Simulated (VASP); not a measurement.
Crystal: TiAl3Ni2.

```
Ti Al Ni
1.0
     2.83009    0.00000    0.00000
     0.00000    2.83009    0.00000
     0.00000    0.00000   10.07711
Ti Al Ni
1 3 2
Direct
  0.50000 0.50000 0.00000
  0.00000 0.00000 0.80070
  0.00000 0.00000 0.19930
  0.00000 0.00000 0.50000
  0.50000 0.50000 0.35050
  0.50000 0.50000 0.64950
```

- Program: VASP 6.6.1
- Task: relaxation of cell and atoms
- Functional: PBE
- Potentials or basis: VASP PAW PBE potentials, release 64 (Ti_sv, Al, Ni)
- Cutoff: 600 eV
- k mesh: 14 × 14 × 4
- Occupations: gaussian, width 0.1 eV
- Spin: no spin polarisation

At the start: pressure 0.1 GPa; volume 13.45 Å³/atom.

Q: How do energy, volume and symmetry change on relaxing?

A: Over 10 steps the energy falls by 3.8 meV/atom and the volume is 13.47 Å³/atom (+0.1 %); space group P4/mmm (No. 123, to 0.1 Å) before and after.

The path:
| step | energy change (eV) | largest force (eV/Å) | pressure (GPa) | volume (Å³) |
| --- | --- | --- | --- | --- |
| 1 | 0.0000 | 0.1600 | 0.09 | 80.71 |
| 2 | -0.0075 | 0.1059 | -0.03 | 80.79 |
| 3 | -0.0194 | 0.0733 | -0.36 | 81.02 |
| 4 | -0.0199 | 0.1014 | -0.40 | 81.06 |
| 5 | -0.0219 | 0.0660 | 0.67 | 80.43 |
| 6 | -0.0220 | 0.0732 | 0.45 | 80.56 |
| 7 | -0.0227 | 0.0407 | -0.25 | 80.93 |
| 8 | -0.0230 | 0.0146 | -0.01 | 80.79 |
| 9 | -0.0230 | 0.0154 | 0.00 | 80.80 |
| 10 | -0.0230 | 0.0100 | -0.02 | 80.79 |

Final structure:
```yaml
crystal:
  lattice:
    - [2.88123, 0.00000, 0.00000]
    - [0.00000, 2.88123, 0.00000]
    - [0.00000, 0.00000, 9.73203]
  atoms:
    - { symbol: Ti, position: [0.50000, 0.50000, 0.00000] }
    - { symbol: Al, position: [0.00000, 0.00000, 0.79797] }
    - { symbol: Al, position: [0.00000, 0.00000, 0.20203] }
    - { symbol: Al, position: [0.00000, 0.00000, 0.50000] }
    - { symbol: Ni, position: [0.50000, 0.50000, 0.35158] }
    - { symbol: Ni, position: [0.50000, 0.50000, 0.64842] }
```
